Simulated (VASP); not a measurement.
Wanted: the native input for a VASP 6.6.1 run.

| Quantity | Value |
| --- | --- |
| Task | single point |
| Functional | LDA |
| Potentials or basis | VASP PAW LDA potentials, release 64 (I) |
| Cutoff | 520 eV |
| k mesh | 7 × 7 × 7 |
| Occupations | fermi-dirac, width 0.05 eV |
| Spin | non-collinear spin, zero start, spin-orbit coupling |
| Starting moments | [[0.0, 0.0, 0.0]] μB |
| Dipole correction | no |
| Further INCAR settings | ALGO = Normal; EDIFF = 1e-06; NBANDS = 18 |

The structure of I lies in POSCAR:

```
I
1.0
    0.0000000000      2.3656004428      3.9098401324
    2.1922454667      0.0000000000      3.9098401324
    2.1922454667      2.3656004428      0.0000000000
I
1
Direct
    0.0000000000      0.0000000000      0.0000000000
```

One way to write it, as run:

INCAR

```
PREC     = Accurate       # precision mode
ENCUT    = 520            # plane-wave cutoff, eV
EDIFF    = 1E-6           # SCF threshold, eV
ISMEAR   = -1             # smearing method
SIGMA    = 0.05           # smearing width, eV
LREAL    = False          # projectors in reciprocal space
LASPH    = True           # aspherical terms in the spheres
NELM     = 150            # most SCF steps
ALGO     = Normal         # electronic algorithm
ISIF     = 2              # what is computed and relaxed
LWAVE    = False          # write WAVECAR
LCHARG   = False          # write CHGCAR
MAGMOM   = 0 0 0          # initial moments
LORBIT   = 11             # projections on sites
LSORBIT  = True           # spin-orbit coupling
GGA_COMPAT= False        
LORBMOM  = True         
GGA      = CA             # functional
NBANDS   = 18             # bands
```

KPOINTS

```
regular mesh
0
Gamma
  7 7 7
```

Potentials or basis: VASP PAW LDA potentials, release 64 (I).

Run with:

```bash
$ cat potpaw_LDA.64/I/POTCAR > POTCAR
$ mpirun -np 1 vasp_ncl > vasp.out
```

It gave:

| Property | Result |
| --- | --- |
| Pressure | -1.7 GPa |
| Net moment | 0.00 μB per cell |
| Valence electrons inside the program's atomic spheres | I 4.18 |

Wall time 60 s on 1 thread of Intel(R) Xeon(R) Platinum 8488C (Sapphire Rapids), on a shared host, peak memory 0.27 GiB.
